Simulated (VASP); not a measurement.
Here is a VASP 6.6.1 calculation.

The input INCAR:

```
PREC = Accurate
ENCUT = 520
EDIFF = 1E-6
ISMEAR = 0
SIGMA = 0.05
LREAL = False
LASPH = True
NELM = 100
ALGO = Fast
ISIF = 2
LWAVE = False
LCHARG = False
GGA = PS
NBANDS = 20
```

Contents of KPOINTS:

```
Automatic mesh
0
Gamma
  18 18 10
```

POSCAR

```
Tc
1.0
    2.7242149808      0.0000000000      0.0000000000
   -1.3621074904      2.3592393787      0.0000000000
    0.0000000000      0.0000000000      4.3557473420
Tc
2
Direct
    0.3333333333      0.6666666667      0.2500000000
    0.6666666667      0.3333333333      0.7500000000
```

Potentials or basis: VASP PAW PBE potentials, release 64 (Tc_pv).

The run is started by

```sh
$ cat potpaw_PBE.64/Tc_pv/POTCAR > POTCAR
$ mpirun -np 1 vasp_std > vasp.out
```

What does it give for the pressure?

-0.7 GPa.

What does it give for the band gap on the k mesh?

Zero (band 13 reaches 14.67 eV, above the bottom of band 14 at 11.14 eV).

Caveat: the PAW data sets were made with another functional, which shifts forces and pressure a little.
